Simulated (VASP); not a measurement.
Wanted: the native input for a VASP 6.6.1 run.

```
Task                   : single point
Functional             : PBE
Potentials or basis    : VASP PAW PBE potentials, release 64 (Sr_sv, O)
Cutoff                 : 520 eV
k mesh                 : 8 × 8 × 8
Occupations            : fermi-dirac, width 0.02 eV
Spin                   : no spin polarisation
Dipole correction      : no
Further INCAR settings : ALGO = Normal; EDIFF = 1e-07; NBANDS = 15
```

The structure of SrO lies in POSCAR:

```
SrO
1.0
    0.0000000000      2.6202010311      2.6202010311
    2.6202010311      0.0000000000      2.6202010311
    2.6202010311      2.6202010311      0.0000000000
Sr O
1 1
Direct
    0.0000000000      0.0000000000      0.0000000000
    0.5000000000      0.5000000000      0.5000000000
```

This cell differs from its parent crystal: volume scaled by 1.06.

These files were run (other wordings do the same):

INCAR

```
SYSTEM = SrO
PREC = Accurate
ENCUT = 520
EDIFF = 1E-7
ISMEAR = -1
SIGMA = 0.02
LREAL = .False.
LASPH = .True.
NELM = 100
ALGO = Normal
ISIF = 2
LWAVE = .False.
LCHARG = .False.
GGA = PE
NBANDS = 15
```

KPOINTS

```
Automatic mesh
0
Gamma
  8 8 8
  0 0 0
```

Potentials or basis: VASP PAW PBE potentials, release 64 (Sr_sv, O).

The run is started by

```console
$ cat potpaw_PBE.64/Sr_sv/POTCAR potpaw_PBE.64/O/POTCAR > POTCAR
$ mpirun -np 1 vasp_std > vasp.out
```

Results of the run:

The pressure is -1.6 GPa and the band gap on the k mesh is 3.29 eV, indirect (least direct gap 3.41 eV).

Wall time 12 s on 1 thread of AMD EPYC 9R14 (Zen 4) (shared host), peak memory 0.13 GiB.
